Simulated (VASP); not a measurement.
# CdF2: vibrations by perturbation theory with LDA

Crystal: CdF2.

```xyz
3
Lattice="0.0000 2.6731 2.6731 2.6731 0.0000 2.6731 2.6731 2.6731 0.0000" Properties=species:S:1:pos:R:3 pbc="T T T"
Cd    0.0000    0.0000    0.0000
F     1.3365    1.3365    1.3365
F     4.0096    4.0096    4.0096
```

| Quantity | Value |
| --- | --- |
| Program | VASP 6.6.1 |
| Task | vibrations by perturbation theory |
| Functional | LDA |
| Potentials or basis | VASP PAW LDA potentials, release 64 (Cd, F) |
| Cutoff | 520 eV |
| k mesh | 8 × 8 × 8 |
| Occupations | gaussian, width 0.01 eV |
| Spin | no spin polarisation |
| Dipole correction | no |
| Further INCAR settings | ALGO = Normal; EDIFF = 1e-08; NBANDS = 20; IBRION = 8; NSW = 1 |

```json
{"Electronic dielectric tensor (diagonal)": "2.89", "Born charges (mean of the diagonal)": "Cd +2.43; F -1.22 e", "Highest phonon frequency at Γ, LO-TO splitting left out": "310 cm⁻¹"}
```

Phonon frequencies in cm⁻¹ (negative: imaginary):
```tsv
q point	frequencies
(0.000, 0.000, 0.000)	0 0 0 232 232 232 310 310 310
```

Electronic dielectric tensor:
```
2.89 0.00 0.00
0.00 2.89 0.00
0.00 0.00 2.89
```

Born effective charge tensors (e):
atom 1, Cd
```
2.43 0.00 0.00
0.00 2.43 0.00
0.00 0.00 2.43
```
atom 2, F
```
-1.22  0.00  0.00
 0.00 -1.22  0.00
 0.00  0.00 -1.22
```
atom 3, F
```
-1.22  0.00  0.00
 0.00 -1.22  0.00
 0.00  0.00 -1.22
```

Wall time 2.3 min on 1 thread of Intel(R) Xeon(R) 6975P-C (Granite Rapids), on a shared host, peak memory 0.33 GiB.

Caveat: the cell wasn't relaxed at this level first, which shifts response properties.
